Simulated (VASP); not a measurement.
# Sc (P6_3/mmc) in VASP: a series of runs

The runs below take Sc through single point, with PBEsol.

Everything below comes from runs of VASP 6.6.1. Logs are shortened: lines on timing, memory, paths and dates and some standing lists are left out, and cuts for length are marked.

## Step 1: The cell of the first run

The structure is hexagonal, space group P6_3/mmc (No. 194). Conventional cell: a = 3.441 Å, b = 3.441 Å, c = 5.489 Å, α = 90.00°, β = 90.00°, γ = 120.00°. Sc (site symmetry -6m2) has 12 Sc at 3.39 to 3.44 Å within 4.5 Å.

## Step 2: Single point, PBEsol

INCAR reads:

```
  ALGO = Fast
  EDIFF = 1E-6
  ENCUT = 520
  GGA = PS
  ISIF = 2
  ISMEAR = 0
  LASPH = True
  LCHARG = False
  LREAL = False
  LWAVE = False
  NBANDS = 18
  NELM = 80
  PREC = Accurate
  SIGMA = 0.15
```

KPOINTS reads:

```
k-points
0
Gamma
  15 15 10
```

POSCAR reads:

```
Sc
1.0
    3.4408000000      0.0000000000      0.0000000000
   -1.7204000000      2.9798202094      0.0000000000
    0.0000000000      0.0000000000      5.4890000000
Sc
2
Direct
    0.3333333333      0.6666666667      0.2500000000
    0.6666666667      0.3333333333      0.7500000000
```

Potentials or basis: VASP PAW PBE potentials, release 64 (Sc_sv).

The run is started by

```sh
$ cat potpaw_PBE.64/Sc_sv/POTCAR > POTCAR
$ mpirun -np 1 vasp_std > vasp.out
```

OUTCAR:

```text
EDIFF = 1E-6
   ENCUT = 520
   GGA = PS
   ISIF = 2
   ISMEAR = 0
   LASPH = True
   LREAL = False
   NELM = 80
   PREC = Accurate

 ion  position               nearest neighbor table
   1  0.333  0.667  0.250-   2 3.39   2 3.39   2 3.39   2 3.39   2 3.39   2 3.39
   2  0.667  0.333  0.750-   1 3.39   1 3.39   1 3.39   1 3.39   1 3.39   1 3.39

  LATTYP: Found a hexagonal cell.
 ALAT       =     3.4408000000
 C/A-ratio  =     1.5952685422

  Lattice vectors:

 A1 = (   3.4408000000,   0.0000000000,   0.0000000000)
 A2 = (  -1.7204000000,   2.9798202094,   0.0000000000)
 A3 = (   0.0000000000,   0.0000000000,   5.4890000000)

Analysis of symmetry for initial positions (statically):
=====================================================================
 Subroutine PRICEL returns:
 Original cell was already a primitive cell.

 Routine SETGRP: Setting up the symmetry group for a
 hexagonal supercell.

 Subroutine GETGRP returns: Found 24 space group operations
 (whereof 12 operations were pure point group operations)
 out of a pool of 24 trial point group operations.

The static configuration has the point symmetry D_3d.
 The point group associated with its full space group is D_6h.

Analysis of symmetry for dynamics (positions and initial velocities):
=====================================================================
 Subroutine PRICEL returns:
 Original cell was already a primitive cell.

 Routine SETGRP: Setting up the symmetry group for a
 hexagonal supercell.

 Subroutine GETGRP returns: Found 24 space group operations
 (whereof 12 operations were pure point group operations)
 out of a pool of 24 trial point group operations.

The dynamic configuration has the point symmetry D_3d.
 The point group associated with its full space group is D_6h.

 Subroutine INISYM returns: Found 24 space group operations
 (whereof 12 operations are pure point group operations),
 and found     1 'primitive' translations

----------------------------------------------------------------------------------------

                                     Primitive cell

  volume of cell :      56.2785

  direct lattice vectors                    reciprocal lattice vectors
     3.440800000  0.000000000  0.000000000     0.290630086  0.167795358  0.000000000
    -1.720400000  2.979820209  0.000000000     0.000000000  0.335590717  0.000000000
     0.000000000  0.000000000  5.489000000     0.000000000  0.000000000  0.182182547

  length of vectors
     3.440800000  3.440800000  5.489000000     0.335590717  0.335590717  0.182182547

[... 75 lines left out ...]
   LNONCOLLINEAR =      F non collinear calculations
   LSORBIT =      F    spin-orbit coupling
   LASPH  =      T    aspherical Exc in radial PAW
   ENCUT  =  520.0 eV  38.22 Ry    6.18 a.u.   6.40  6.40 10.21*2*pi/ulx,y,z
   NELM   =     80;   NELMIN=  2; NELMDL= -5     # of ELM steps
   EDIFF  = 0.1E-05   stopping-criterion for ELM
   LREAL  =      F    real-space projection
[... 7 lines left out ...]
   TEBEG  =    0.0;   TEEND  =   0.0 temperature during run
   PSTRESS=    0.0 pullay stress
   NELECT =      22.0000    total number of electrons
   NUPDOWN=      -1.0000    fix difference up-down
   EMIN   =  10.00;   EMAX   =-10.00  energy-range for DOS
   EFERMI =   0.00;   METHOD = LEGACY
   ISMEAR =     0;   SIGMA  =   0.15  broadening in eV -4-tet -1-fermi 0-gaus
   EFERMI_NEDOS =   21; number of points for ismear=-14 and -15
   IALGO  =     68    algorithm
   IMIX   =      4    mixing-type and parameters
     AMIX     =   0.40;   BMIX     =  1.00
     AMIX_MAG =   1.60;   BMIX_MAG =  1.00
  volume/ion in A,a.u.               =      28.14       189.89
  Fermi-wavevector in a.u.,A,eV,Ry     =   1.197020  2.262040 19.495208  1.432857
  Thomas-Fermi vector in A             =   2.332946
   LORBIT       =      0    0 simple, 1 ext, 2 COOP (PROOUT), +10 PAW based schemes
   GGA     = PS    functional components
   LHFCALC =     F    Hartree Fock is set to
   AEXX    =    0.0000 exact exchange contribution
   IVDW    =     0    specifies the selected vdW correction
   LEPSILON=     F    determine dielectric tensor
   LRPA    =     F    only Hartree local field effects (RPA)
 non-spin polarized calculation
 RMM-DIIS sequential band-by-band and
 Gauss-broadening in eV      SIGMA  =   0.15
  energy-cutoff  :      520.00
  volume of cell :       56.28
 maximum number of plane-waves:      1538
 NGX is ok and might be reduce to    28
   NGX = 13   NGY = 13   NGZ = 21

 number of electron      21.9999996 magnetization

 Free energy of the ion-electron system (eV)
  ---------------------------------------------------
  ext. energy  EPLUGINS =         0.00000000
  ---------------------------------------------------
  free energy    TOTEN  =       -13.00054762 eV

  energy without entropy =      -12.94540317  energy(sigma->0) =      -12.97297540

 E-fermi :   2.8471     XC(G=0):  -9.4630

 val. band max:        2.8454686040   @ k =   0.2667   0.2000   0.3000
 cond. band min:       2.8506485826   @ k =   0.2000   0.1333   0.3000
 fundamental gap:      0.0051799786
 Fermi energy:         2.8470986600

 k-point     1 :       0.0000    0.0000    0.0000
  band No.  band energies     occupation
      1     -46.7146      2.00000
      2     -46.6778      2.00000
      3     -25.5276      2.00000
      4     -25.3153      2.00000
      5     -25.3153      2.00000
      6     -25.2764      2.00000
[... 481 lines left out ...]
      5     -25.4011      2.00000
      6     -25.3960      2.00000
[... 10 lines left out ...]
     17       6.0891      0.00000
     18       6.1131      0.00000

 [... further k-points ...]

------------------------ aborting loop because EDIFF is reached ----------------------------------------

  FORCE on cell =-STRESS in cart. coord.  units (eV):
  Direction    XX          YY          ZZ          XY          YZ          ZX
  --------------------------------------------------------------------------------------
  -------------------------------------------------------------------------------------
  Total       -2.4448914     -2.4448914     -2.8419487     -0.0000000      0.0000000      0.0000000
  in kB      -69.6029154    -69.6029154    -80.9066279     -0.0000000      0.0000000      0.0000000
  external PRESSURE =     -73.3708196 kB  Pullay stress =       0.0000000 kB

 VOLUME and BASIS-vectors are now :
 -----------------------------------------------------------------------------
  energy-cutoff  :      520.00
  volume of cell :       56.28
      direct lattice vectors                 reciprocal lattice vectors
     3.440800000  0.000000000  0.000000000     0.290630086  0.167795358  0.000000000
    -1.720400000  2.979820209  0.000000000     0.000000000  0.335590717  0.000000000
     0.000000000  0.000000000  5.489000000     0.000000000  0.000000000  0.182182547

 POSITION                                       TOTAL-FORCE (eV/Angst)
 -----------------------------------------------------------------------------------
     -0.00000      1.98655      1.37225        -0.000000      0.000000      0.000000
      1.72040      0.99327      4.11675         0.000000     -0.000000      0.000000
 -----------------------------------------------------------------------------------
    total drift:                               -0.000000      0.000000     -0.000000

  FREE ENERGIE OF THE ION-ELECTRON SYSTEM (eV)
  ---------------------------------------------------
  free  energy   TOTEN  =       -13.0005476242 eV

  energy  without entropy=      -12.9454031744  energy(sigma->0) =      -12.97297540
```

stdout:

```text
POSCAR found type information on POSCAR Sc
 POSCAR found :  1 types and       2 ions
 scaLAPACK will be used
 -----------------------------------------------------------------------------
|                                                                             |
|                                                                             |
|     You enforced a specific xc type in the INCAR file but a different       |
|     I HOPE YOU KNOW WHAT YOU ARE DOING!                                     |
|                                                                             |
 -----------------------------------------------------------------------------

 LDA part: xc-table for (Slater+PW92), standard interpolation
 POSCAR, INCAR and KPOINTS ok, starting setup
 FFT: planning ... GRIDC
 FFT: planning ... GRID_SOFT
 FFT: planning ... GRID
 WAVECAR not read
 entering main loop
```

Run time: 5.6 min. Hardware: 1 thread of Intel Xeon 8259CL, shared host; peak memory 0.27 GiB.

Results:

```yaml
Free_energy: -13.0005 eV
Pressure: -7.3 GPa
Band_gap_on_the_k_mesh: zero (bands 11 and 12 overlap by 1.18 eV)
```

Levels at points of the mesh, in eV from the Fermi level:
```csv
k point,band 9,band 10,band 11,band 12,band 13,band 14
"(0.00, 0.00, 0.00)",-4.87,-1.53,0.24,1.43,1.43,1.52
"(0.00, 0.00, 0.50)",-3.51,-3.51,0.81,0.81,1.38,1.38
```

Caveat: the cell stands under tension; the PAW data sets were made with another functional, which shifts forces and pressure a little.

## Step 3: Single point, PBEsol

This run uses another cell than the first one, of 21.86 Å³/atom.

INCAR reads:

```
PREC = Accurate
ENCUT = 520
EDIFF = 1E-7
ISMEAR = 0
SIGMA = 0.15
LREAL = F
LASPH = T
NELM = 80
ALGO = Fast
ISIF = 2
LWAVE = F
LCHARG = T
GGA = PS
LELF = T
LVHAR = T
NBANDS = 18
```

KPOINTS reads:

```
Automatic mesh
0
Gamma
  15 15 10
```

POSCAR reads:

```
Sc
1.0
    3.1131000000      0.0000000000      0.0000000000
   -1.5565500000      2.6960236845      0.0000000000
    0.0000000000      0.0000000000      5.2094000000
Sc
2
Direct
    0.3333333333      0.6666666667      0.2500000000
    0.6666666667      0.3333333333      0.7500000000
```

Potentials or basis: VASP PAW PBE potentials, release 64 (Sc_sv).

The run is started by

```sh
$ cat potpaw_PBE.64/Sc_sv/POTCAR > POTCAR
$ mpirun -np 1 vasp_std > vasp.out
```

It took 3.6 min on 1 thread of Intel Xeon 8259CL, shared host; peak memory 0.23 GiB.

Results (log left out):

```yaml
Free_energy: -13.1298 eV
Pressure: 5.4 GPa
Band_gap_on_the_k_mesh: zero (bands 11 and 12 overlap by 1.27 eV)
```

Stress tensor (GPa, compression positive):
```
7.48 0.00 0.00
0.00 7.48 0.00
0.00 0.00 1.18
```

Levels at points of the mesh, in eV from the Fermi level:
| k point | band 7 | band 8 | band 9 | band 10 | band 11 | band 12 | band 13 | band 14 | band 15 | band 16 |
| --- | --- | --- | --- | --- | --- | --- | --- | --- | --- | --- |
| (0.00, 0.00, 0.00) | -27.32 | -27.32 | -5.36 | -1.94 | 0.37 | 1.57 | 1.79 | 1.79 | 2.21 | 2.21 |
| (0.00, 0.00, 0.50) | -27.35 | -27.35 | -3.82 | -3.82 | 0.74 | 0.74 | 1.78 | 1.78 | 1.78 | 1.78 |

Caveat: the stress differs along the axes, from 1 to 7 GPa; the PAW data sets were made with another functional, which shifts forces and pressure a little.
